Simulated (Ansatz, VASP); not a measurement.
## Two plane-wave programs on C

```xyz
53
Lattice="0.0000 5.3501 5.3501 5.3501 0.0000 5.3501 5.3501 5.3501 0.0000" Properties=species:S:1:pos:R:3 pbc="T T T"
C     1.7689    1.7689   -0.0004
C     3.5812    3.5812   -0.0004
C     1.7689   -0.0004    1.7689
C     3.5674    1.7827    1.7827
C     5.3505    3.5812    1.7689
C     3.5812   -0.0004    3.5812
C     5.3505    1.7689    3.5812
C     7.1337    3.5666    3.5666
C    -0.0004    1.7689    1.7689
C     1.7827    3.5674    1.7827
C     3.5812    5.3505    1.7689
C     1.7827    1.7827    3.5674
C     3.5674    3.5674    3.5674
C     5.3501    5.3501    3.5649
C     3.5812    1.7689    5.3505
C     5.3501    3.5649    5.3501
C     7.1353    5.3501    5.3501
C    -0.0004    3.5812    3.5812
C     1.7689    5.3505    3.5812
C     3.5666    7.1337    3.5666
C     1.7689    3.5812    5.3505
C     3.5649    5.3501    5.3501
C     5.3501    7.1353    5.3501
C     3.5666    3.5666    7.1337
C     5.3501    5.3501    7.1353
C     7.1337    7.1337    7.1337
C     0.9629    0.9629    0.9629
C     2.6751    2.6751    0.8963
C     4.3873    4.3873    0.9629
C     2.6751    0.8963    2.6751
C     4.4539    2.6751    2.6751
C     6.2387    4.4615    2.6723
C     4.3873    0.9629    4.3873
C     6.2387    2.6723    4.4615
C     8.0280    4.4615    4.4615
C     0.8963    2.6751    2.6751
C     2.6751    4.4539    2.6751
C     4.4615    6.2387    2.6723
C     2.6751    2.6751    4.4539
C     4.4592    4.4592    4.4592
C     6.2410    6.2410    4.4592
C     4.4615    2.6723    6.2387
C     6.2410    4.4592    6.2410
C     8.0280    6.2387    6.2387
C     0.9629    4.3873    4.3873
C     2.6723    6.2387    4.4615
C     4.4615    8.0280    4.4615
C     2.6723    4.4615    6.2387
C     4.4592    6.2410    6.2410
C     6.2387    8.0280    6.2387
C     4.4615    4.4615    8.0280
C     6.2387    6.2387    8.0280
C     8.0252    8.0252    8.0252
```

Change from the starting cell: C vacancy, charge +0, ions relaxed.

Alike in both runs: functional PBE; k mesh 3 × 3 × 3; occupations fermi-dirac, width 0.01 eV; collinear spin.

Ansatz relaxed the structure, and its values are those at the end. VASP's run is a single point on that final structure, the one shown.

```csv
,VASP,Ansatz
version,VASP 6.6.1,Ansatz 0.2.0
potentials or method,"VASP PAW PBE potentials, release 64 (C)","plane-wave PAW, scalar-relativistic"
plane-wave cutoff (eV),520,420
valence electrons in the cell,212,212
```

Ansatz gave:

* pressure (GPa): 2.2
* rms of the force components (eV/Å): 0.008
* net moment per atom (μB): 0.00

Problem. Which values does VASP return?

Solution. Pressure (GPa): 2.9; rms of the force components (eV/Å): 0.011; net moment per atom (μB): 0.00.

With one functional, cell and mesh, what is left measures potentials, basis and numerics. Ansatz's warnings: seeded moment not kept, stress scf threshold loose.
